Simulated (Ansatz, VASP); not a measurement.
## One calculation of AlN, two programs

```
CELL_PARAMETERS angstrom
3.31805 0.00000 0.00000
-1.65903 2.54821 0.00000
0.00000 0.00000 5.01798
ATOMIC_POSITIONS crystal
Al 0.33333 0.66667 0.00173
Al 0.66667 0.33333 0.50173
N 0.33333 0.66667 0.38327
N 0.66667 0.33333 0.88327
```

Change from the starting cell: strain +0.0600 x Voigt [1, -1, 0, 0, 0, 0], atoms carried along.

Alike in both runs: task single point; functional PBE; k mesh 12 × 12 × 6; occupations gaussian, width 0.05 eV; no spin polarisation.

|  | VASP | Ansatz |
| --- | --- | --- |
| version | VASP 6.6.1 | Ansatz 0.2.0 |
| potentials or method | VASP PAW PBE potentials, release 64 (Al, N), cutoff 520 eV | scalar-relativistic, plane waves, PAW |
| valence electrons in the cell | 16 | 16 |

Ansatz gave:

```
gap on the k mesh at the Fermi level (eV)                     : 3.90
least direct gap on the mesh (eV)                             : 3.90
pressure (GPa)                                                : 2.4
traceless stress, the component that is largest in VASP (GPa) : 21.23
rms of the force components (eV/Å)                            : 0.805
```

Question: Which values does VASP return?

Answer: gap on the k mesh at the Fermi level (eV): 3.90; least direct gap on the mesh (eV): 3.90; pressure (GPa): 2.2; traceless stress, the component that is largest in VASP (GPa): 21.38; rms of the force components (eV/Å): 0.810.

Atom by atom the forces differ by 0.005 eV/Å (rms over components). With one functional, cell and mesh, what is left measures potentials, basis and numerics.
